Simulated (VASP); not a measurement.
Cu, 1 atom in the cell. It takes space group Immm (No. 71, orthorhombic). The conventional cell has a = 2.752 Å, b = 2.886 Å, c = 3.030 Å, α = 90.00°, β = 90.00°, γ = 90.00°. Within 3.3 Å of Cu (site symmetry mmm) lie 14 Cu at 2.50 to 3.03 Å.  This cell differs from its parent crystal: strain +0.0500 x Voigt [0, 1, 0, 0, 0, 0].

```yaml
Program: VASP 6.6.1
Task: single point
Functional: PBEsol
Potentials_or_basis: VASP PAW PBE potentials, release 64 (Cu)
Cutoff: 520 eV
k_mesh: 24 × 24 × 24
Occupations: gaussian, width 0.15 eV
Spin: no spin polarisation
Dipole_correction: no
Further_INCAR_settings: ALGO = Fast; EDIFF = 1e-07; NBANDS = 12
```

Potentials or basis: VASP PAW PBE potentials, release 64 (Cu).

Run with:

```console
$ cat potpaw_PBE.64/Cu/POTCAR > POTCAR
$ mpirun -np 1 vasp_std > vasp.out
```

Hardware: 1 thread of Intel Xeon 8259CL, with other jobs on the host.

How long does it take, and how much memory?

Run time: 7.9 min on 1 thread of Intel Xeon 8259CL, with other jobs on the host, peak memory 0.38 GiB. Counts: scf iterations 14, k points 1963.
